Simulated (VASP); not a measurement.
Wanted: the native input for a VASP 6.6.1 run.

```yaml
Task: relaxation of cell and atoms
Functional: PBE
Potentials_or_basis: VASP PAW PBE potentials, release 64 (Nb_sv, B, C)
Cutoff: 600 eV
k_mesh: 6 × 6 × 6
Occupations: gaussian, width 0.1 eV
Spin: no spin polarisation
Dipole_correction: no
Further_INCAR_settings: ALGO = Normal; EDIFF = 1e-06; IBRION = 2; EDIFFG = -0.04; NSW = 90; ISIF = 3
```

The structure of Nb2B3C lies in POSCAR:

```
Nb2B3C
1.0
    4.7106728200      0.0000000000      0.0000000000
   -2.3553364100      4.0795623300      0.0000000000
    0.0000000000      0.0000000000      3.3692947100
Nb B C
2 3 1
Direct
    0.3333333300      0.6666666700      0.0000000000
    0.6666666700      0.3333333300      0.0000000000
    0.5000000000      0.0000000000      0.5000000000
    0.0000000000      0.5000000000      0.5000000000
    0.5000000000      0.5000000000      0.5000000000
    0.0000000000      0.0000000000      0.0000000000
```

The cell was generated, and may not be a known phase.

The input as run:

INCAR

```
PREC = Accurate
ENCUT = 600
EDIFF = 1E-6
ISMEAR = 0
SIGMA = 0.1
LREAL = False
LASPH = True
NELM = 60
ALGO = Normal
ISIF = 3
LWAVE = False
LCHARG = False
GGA = PE
IBRION = 2
NSW = 90
EDIFFG = -0.04
```

KPOINTS

```
Automatic mesh
0
Gamma
  6 6 6
```

Potentials or basis: VASP PAW PBE potentials, release 64 (Nb_sv, B, C).

Run with:

```sh
$ cat potpaw_PBE.64/Nb_sv/POTCAR potpaw_PBE.64/B/POTCAR potpaw_PBE.64/C/POTCAR > POTCAR
$ mpirun -np 1 vasp_std > vasp.out
```

It gave:

```yaml
Relaxed_volume: 11.49 Å³/atom
Relaxed_cell: a = 4.454 Å, b = 4.454 Å, c = 4.013 Å, α = 90.00°, β = 90.00°, γ = 120.00°
Space_group_after_relaxing_to_0.1_Å: P6/mmm (No. 191)
Energy_gained_by_relaxing: 268.0 meV/atom
Ionic_steps: 12
Pressure_after_relaxing: -0.1 GPa
Band_gap_on_the_k_mesh: zero (an odd number of electrons rules out a gap without spin polarisation)
```

Caveat: a cell axis changed by over 15 % at a fixed basis, so the end point is rough; an odd number of electrons without spin polarisation forces a metal; a magnetic or distorted state may lie lower.

Run time: 5.1 min on 1 thread of Intel(R) Xeon(R) 6975P-C (Granite Rapids) (shared host), peak memory 0.24 GiB.
